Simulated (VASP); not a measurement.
Si3Cl:

```
Si Cl
1.0
     4.46713    0.00000    0.00000
     0.00000    4.46713    0.00000
     0.00000    0.00000    4.46713
Si Cl
3 1
Direct
  0.50000 0.00000 0.00000
  0.00000 0.50000 0.00000
  0.00000 0.00000 0.50000
  0.00000 0.00000 0.00000
```

```yaml
Program: VASP 6.6.1
Task: relaxation of cell and atoms
Functional: PBE
Potentials_or_basis: VASP PAW PBE potentials, release 64 (Si, Cl)
Cutoff: 500 eV
k_mesh: 4 × 4 × 4
Occupations: gaussian, width 0.1 eV
Spin: no spin polarisation
```

At the start: pressure 10.9 GPa; volume 22.29 Å³/atom.

Problem. Where does the relaxation end?

Solution. Over 4 steps the energy falls by 185.7 meV/atom and the volume is 29.12 Å³/atom (+30.7 %); space group Pm-3m (No. 221, to 0.1 Å) before and after.

The path:
```
step  energy change (eV)  largest force (eV/Å)  pressure (GPa)  volume (Å³)
   1              0.0000                0.0000           10.92        89.14
   2             -0.7159                0.0000            1.43       110.21
   3             -0.7409                0.0000           -0.33       118.08
   4             -0.7426                0.0000           -0.01       116.47
```

Final structure:
```
Si Cl
1.0
     4.88363    0.00000    0.00000
     0.00000    4.88363    0.00000
     0.00000    0.00000    4.88363
Si Cl
3 1
Direct
  0.50000 0.00000 0.00000
  0.00000 0.50000 0.00000
  0.00000 0.00000 0.50000
  0.00000 0.00000 0.00000
```

Caveat: the volume moved by over 15 % at a fixed basis, so the end points are rough; an odd number of electrons without spin polarisation forces a metal; a magnetic or distorted state may lie lower.
